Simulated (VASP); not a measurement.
# Mo (Fd-3m) in VASP: a series of runs

Mo is run at these levels: LDA; tasks: single point.

Everything below comes from runs of VASP 6.6.1. Logs are shortened: lines on timing, memory, paths and dates and some standing lists are left out, and cuts for length are marked.

### Step 1. The cell of the first run

Symmetry: Fd-3m, No. 227, cubic system. The conventional cell has a = 5.570 Å, b = 5.570 Å, c = 5.570 Å, α = 90.00°, β = 90.00°, γ = 90.00°. Mo (site symmetry -43m) has 4 Mo at 2.41 Å within 3.2 Å.

### Step 2. Single point, LDA

The input, INCAR:

```
SYSTEM = Mo
ALGO = Normal
EDIFF = 1E-6
ENCUT = 520
GGA = CA
ISIF = 2
ISMEAR = -1
LASPH = .TRUE.
LCHARG = .TRUE.
LELF = .TRUE.
LREAL = .FALSE.
LVHAR = .TRUE.
LWAVE = .FALSE.
NBANDS = 21
NELM = 100
PREC = Accurate
SIGMA = 0.1
```

The input, KPOINTS:

```
k-points
0
G
  10 10 10
  0 0 0
```

The input, POSCAR:

```
Mo
1.0
    0.0000000000      2.7848743761      2.7848743761
    2.7848743761      0.0000000000      2.7848743761
    2.7848743761      2.7848743761      0.0000000000
Mo
2
Direct
    0.1250000000      0.1250000000      0.1250000000
    0.8750000000      0.8750000000      0.8750000000
```

Potentials or basis: VASP PAW LDA potentials, release 64 (Mo_sv).

Command:

```
$ cat potpaw_LDA.64/Mo_sv/POTCAR > POTCAR
$ mpirun -np 1 vasp_std > vasp.out
```

OUTCAR:

```text
SYSTEM = Mo
   EDIFF = 1E-6
   ENCUT = 520
   GGA = CA
   ISIF = 2
   ISMEAR = -1
   LASPH = .TRUE.
   LREAL = .FALSE.
   NELM = 100
   PREC = Accurate

 ion  position               nearest neighbor table
   1  0.125  0.125  0.125-   2 2.41   2 2.41   2 2.41   2 2.41
   2  0.875  0.875  0.875-   1 2.41   1 2.41   1 2.41   1 2.41

  LATTYP: Found a face centered cubic cell.
 ALAT       =     5.5697487522

  Lattice vectors:

 A1 = (   0.0000000000,   2.7848743761,   2.7848743761)
 A2 = (   2.7848743761,   0.0000000000,   2.7848743761)
 A3 = (   2.7848743761,   2.7848743761,   0.0000000000)

Analysis of symmetry for initial positions (statically):
[... 5 lines left out ...]
 face centered cubic supercell.

 Subroutine GETGRP returns: Found 48 space group operations
 (whereof 12 operations were pure point group operations)
 out of a pool of 48 trial point group operations.

The static configuration has the point symmetry D_3d.
 The point group associated with its full space group is O_h .

Analysis of symmetry for dynamics (positions and initial velocities):
[... 5 lines left out ...]
 face centered cubic supercell.

 Subroutine GETGRP returns: Found 48 space group operations
 (whereof 12 operations were pure point group operations)
 out of a pool of 48 trial point group operations.

The dynamic configuration has the point symmetry D_3d.
 The point group associated with its full space group is O_h .

 Subroutine INISYM returns: Found 48 space group operations
 (whereof 12 operations are pure point group operations),
 and found     1 'primitive' translations

----------------------------------------------------------------------------------------

                                     Primitive cell

  volume of cell :      43.1963

  direct lattice vectors                    reciprocal lattice vectors
     0.000000000  2.784874376  2.784874376    -0.179541312  0.179541312  0.179541312
     2.784874376  0.000000000  2.784874376     0.179541312 -0.179541312  0.179541312
     2.784874376  2.784874376  0.000000000     0.179541312  0.179541312 -0.179541312

  length of vectors
     3.938407112  3.938407112  3.938407112     0.310974675  0.310974675  0.310974675

  position of ions in fractional coordinates (direct lattice)
     0.125000000  0.125000000  0.125000000
     0.875000000  0.875000000  0.875000000

  ion indices of the primitive-cell ions
   primitive index   ion index
                 1           1
                 2           2

----------------------------------------------------------------------------------------

 KPOINTS: k-points

Automatic generation of k-mesh.
 Grid dimensions read from file:
 generate k-points for:   10   10   10

 Generating k-lattice:

  Cartesian coordinates                     Fractional coordinates (reciprocal lattice)
    -0.017954131  0.017954131  0.017954131     0.100000000  0.000000000  0.000000000
     0.017954131 -0.017954131  0.017954131     0.000000000  0.100000000  0.000000000
     0.017954131  0.017954131 -0.017954131     0.000000000  0.000000000  0.100000000

  Length of vectors
     0.031097467  0.031097467  0.031097467

  Shift w.r.t. Gamma in fractional coordinates (k-lattice)
     0.000000000  0.000000000  0.000000000

 Subroutine IBZKPT returns following result:
 ===========================================

 Found     47 irreducible k-points:

 Following reciprocal coordinates:
            Coordinates               Weight
  0.000000  0.000000  0.000000      1.000000
  0.100000  0.000000  0.000000      8.000000
  0.200000  0.000000  0.000000      8.000000
  0.300000  0.000000  0.000000      8.000000
  0.400000  0.000000  0.000000      8.000000
  0.500000  0.000000  0.000000      4.000000
[... 16 lines left out ...]
  0.300000  0.300000  0.000000      6.000000
  0.400000  0.300000  0.000000     24.000000
 [... further k-points ...]
   k-points           NKPTS =     47   k-points in BZ     NKDIM =     47   number of bands    NBANDS=     21
   number of dos      NEDOS =    301   number of ions     NIONS =      2
   total plane-waves  NPLWV =  27000
   dimension x,y,z NGX =    30 NGY =   30 NGZ =   30
   dimension x,y,z NGXF=    60 NGYF=   60 NGZF=   60
   ions per type =               2
   NGX,Y,Z   is equivalent  to a cutoff of  12.66, 12.66, 12.66 a.u.
   NGXF,Y,Z  is equivalent  to a cutoff of  25.33, 25.33, 25.33 a.u.
 SYSTEM =  Mo
   PREC   = accura    normal or accurate (medium, high low for compatibility)
   ISTART =      0    job   : 0-new  1-cont  2-samecut
   ICHARG =      2    charge: 1-file 2-atom 10-const
   ISPIN  =      1    spin polarized calculation?
   LNONCOLLINEAR =      F non collinear calculations
   LSORBIT =      F    spin-orbit coupling
   LASPH  =      T    aspherical Exc in radial PAW
   ENCUT  =  520.0 eV  38.22 Ry    6.18 a.u.   7.32  7.32  7.32*2*pi/ulx,y,z
   NELM   =    100;   NELMIN=  2; NELMDL= -5     # of ELM steps
   EDIFF  = 0.1E-05   stopping-criterion for ELM
   LREAL  =      F    real-space projection
   EDIFFG = 0.1E-04   stopping-criterion for IOM
   NSW    =      0    number of steps for IOM
   IBRION =     -1    ionic relax: 0-MD 1-quasi-New 2-CG
   NFREE  =      0    steps in history (QN), initial steepest desc. (CG)
   ISIF   =      2    stress and relaxation
   ISYM   =      2    0-nonsym 1-usesym 2-fastsym
   POTIM  = 0.5000    time-step for ionic-motion
   TEBEG  =    0.0;   TEEND  =   0.0 temperature during run
   PSTRESS=    0.0 pullay stress
   NELECT =      28.0000    total number of electrons
   NUPDOWN=      -1.0000    fix difference up-down
   EMIN   =  10.00;   EMAX   =-10.00  energy-range for DOS
   EFERMI =   0.00;   METHOD = LEGACY
   ISMEAR =    -1;   SIGMA  =   0.10  broadening in eV -4-tet -1-fermi 0-gaus
   EFERMI_NEDOS =   21; number of points for ismear=-14 and -15
   IALGO  =     38    algorithm
   IMIX   =      4    mixing-type and parameters
     AMIX     =   0.40;   BMIX     =  1.00
     AMIX_MAG =   1.60;   BMIX_MAG =  1.00
  volume/ion in A,a.u.               =      21.60       145.75
  Fermi-wavevector in a.u.,A,eV,Ry     =   1.416811  2.677384 27.311699  2.007353
  Thomas-Fermi vector in A             =   2.538107
   LORBIT       =      0    0 simple, 1 ext, 2 COOP (PROOUT), +10 PAW based schemes
   GGA     = CA    functional components
   LHFCALC =     F    Hartree Fock is set to
   AEXX    =    0.0000 exact exchange contribution
   IVDW    =     0    specifies the selected vdW correction
   LEPSILON=     F    determine dielectric tensor
   LRPA    =     F    only Hartree local field effects (RPA)
 non-spin polarized calculation
  energy-cutoff  :      520.00
  volume of cell :       43.20
 maximum number of plane-waves:      1211
 NGX is ok and might be reduce to    30
   NGX = 15   NGY = 15   NGZ = 15

 number of electron      27.9999997 magnetization

 Free energy of the ion-electron system (eV)
  ---------------------------------------------------
  ext. energy  EPLUGINS =         0.00000000
  ---------------------------------------------------
  free energy    TOTEN  =       -19.58408831 eV

  energy without entropy =      -19.50212165  energy(sigma->0) =      -19.54310498

 E-fermi :   7.4134     XC(G=0): -11.4130

 val. band max:        7.4076322436   @ k =  -0.3000   0.5000   0.2000
 cond. band min:       7.4596995730   @ k =   0.3000   0.1000   0.0000
 fundamental gap:      0.0520673294
 Fermi energy:         7.4134216619

 k-point     1 :       0.0000    0.0000    0.0000
  band No.  band energies     occupation
      1     -52.7859      2.00000
      2     -51.9306      2.00000
      3     -27.4015      2.00000
      4     -27.4015      2.00000
      5     -27.4015      2.00000
      6     -26.0979      2.00000
[... 13 lines left out ...]
     20      18.9984      0.00000
     21      19.7977      0.00000

 k-point     2 :       0.1000    0.0000    0.0000
  band No.  band energies     occupation
      1     -52.7709      2.00000
      2     -51.9469      2.00000
      3     -27.4181      2.00000
      4     -27.4181      2.00000
      5     -27.4009      2.00000
      6     -26.0977      2.00000
[... 13 lines left out ...]
     20      18.2296      0.00000
     21      19.8825      0.00000

 k-point     3 :       0.2000    0.0000    0.0000
  band No.  band energies     occupation
      1     -52.7285      2.00000
      2     -51.9926      2.00000
      3     -27.4595      2.00000
      4     -27.4595      2.00000
      5     -27.4001      2.00000
      6     -26.0959      2.00000
[... 13 lines left out ...]
     20      17.4362      0.00000
     21      18.3188      0.00000

 k-point     4 :       0.3000    0.0000    0.0000
  band No.  band energies     occupation
      1     -52.6676      2.00000
      2     -52.0578      2.00000
      3     -27.5072      2.00000
      4     -27.5072      2.00000
      5     -27.4010      2.00000
      6     -26.0915      2.00000
[... 13 lines left out ...]
     20      15.3674      0.00000
     21      17.6009      0.00000

 k-point     5 :       0.4000    0.0000    0.0000
  band No.  band energies     occupation
      1     -52.6066      2.00000
      2     -52.1222      2.00000
      3     -27.5435      2.00000
      4     -27.5435      2.00000
      5     -27.4030      2.00000
      6     -26.0862      2.00000
[... 13 lines left out ...]
     20      13.2927      0.00000
     21      17.4945      0.00000
[... 382 lines left out ...]
     20      14.0007      0.00000
     21      15.7549      0.00000

 k-point    22 :      -0.2000    0.2000    0.0000
  band No.  band energies     occupation
      1     -52.6431      2.00000
      2     -52.0838      2.00000
      3     -27.6228      2.00000
      4     -27.5090      2.00000
      5     -27.2811      2.00000
      6     -26.2073      2.00000
[... 13 lines left out ...]
     20      16.0690      0.00000
     21      16.3036      0.00000

 k-point    23 :       0.3000    0.3000    0.0000
  band No.  band energies     occupation
      1     -52.6153      2.00000
      2     -52.1130      2.00000
      3     -27.6198      2.00000
      4     -27.6198      2.00000
      5     -27.1329      2.00000
      6     -26.3747      2.00000
[... 13 lines left out ...]
     20      16.0922      0.00000
     21      16.1213      0.00000

 k-point    24 :       0.4000    0.3000    0.0000
  band No.  band energies     occupation
      1     -52.5550      2.00000
      2     -52.1761      2.00000
      3     -27.6670      2.00000
      4     -27.6537      2.00000
      5     -27.0536      2.00000
      6     -26.4512      2.00000
[... 13 lines left out ...]
     20      14.5565      0.00000
     21      15.2270      0.00000

 [... further k-points ...]
[... 5 lines left out ...]
  --------------------------------------------------------------------------------------
  -------------------------------------------------------------------------------------
  Total        0.1916342      0.1916342      0.1916342      0.0000000     -0.0000000      0.0000000
  in kB        7.1078265      7.1078265      7.1078265      0.0000000     -0.0000000      0.0000000
  external PRESSURE =       7.1078265 kB  Pullay stress =       0.0000000 kB

 VOLUME and BASIS-vectors are now :
 -----------------------------------------------------------------------------
  energy-cutoff  :      520.00
  volume of cell :       43.20
      direct lattice vectors                 reciprocal lattice vectors
     0.000000000  2.784874376  2.784874376    -0.179541312  0.179541312  0.179541312
     2.784874376  0.000000000  2.784874376     0.179541312 -0.179541312  0.179541312
     2.784874376  2.784874376  0.000000000     0.179541312  0.179541312 -0.179541312

 POSITION                                       TOTAL-FORCE (eV/Angst)
 -----------------------------------------------------------------------------------
      0.69622      0.69622      0.69622         0.000000      0.000000      0.000000
      4.87353      4.87353      4.87353        -0.000000     -0.000000     -0.000000
 -----------------------------------------------------------------------------------
    total drift:                               -0.000000      0.000000      0.000000

  FREE ENERGIE OF THE ION-ELECTRON SYSTEM (eV)
  ---------------------------------------------------
  free  energy   TOTEN  =       -19.5840883085 eV

  energy  without entropy=      -19.5021216490  energy(sigma->0) =      -19.54310498
```

Wall time 18 s (1 thread of AMD EPYC 9R45 (Zen 5), shared host); peak memory 0.13 GiB.

What came out:

```
Free energy            : -19.5841 eV
Pressure               : 0.7 GPa
Band gap on the k mesh : zero (band 14 reaches 7.71 eV, above the bottom of band 15 at 7.15 eV)
```

### Step 3. Single point, LDA (volume scaled by 0.88)

The input, INCAR:

```
PREC = Accurate
ENCUT = 520
EDIFF = 1E-6
ISMEAR = -1
SIGMA = 0.1
LREAL = F
LASPH = T
NELM = 80
ALGO = Normal
ISIF = 2
LWAVE = F
LCHARG = F
NBANDS = 21
```

The input, KPOINTS:

```
regular mesh
0
Gamma
  11 11 11
```

The input, POSCAR:

```
Mo
1.0
    0.0000000000      2.6687004770      2.6687004770
    2.6687004770      0.0000000000      2.6687004770
    2.6687004770      2.6687004770      0.0000000000
Mo
2
Direct
    0.1250000000      0.1250000000      0.1250000000
    0.8750000000      0.8750000000      0.8750000000
```

Potentials or basis: VASP PAW LDA potentials, release 64 (Mo_sv).

Command:

```
$ cat potpaw_LDA.64/Mo_sv/POTCAR > POTCAR
$ mpirun -np 1 vasp_std > vasp.out
```

It took 17 s on 1 thread of AMD EPYC 9R45 (Zen 5), shared host; peak memory 0.13 GiB.

It converged, with:

* Free energy: -19.2482 eV
* Pressure: 22.0 GPa
* Band gap on the k mesh: zero (band 14 reaches 9.40 eV, above the bottom of band 15 at 8.87 eV)

Levels at points of the mesh, in eV from the Fermi level:
```csv
k point,band 12,band 13,band 14,band 15,band 16,band 17
"(0.00, 0.00, 0.00)",-1.65,-1.65,-1.65,1.51,1.51,1.51
```
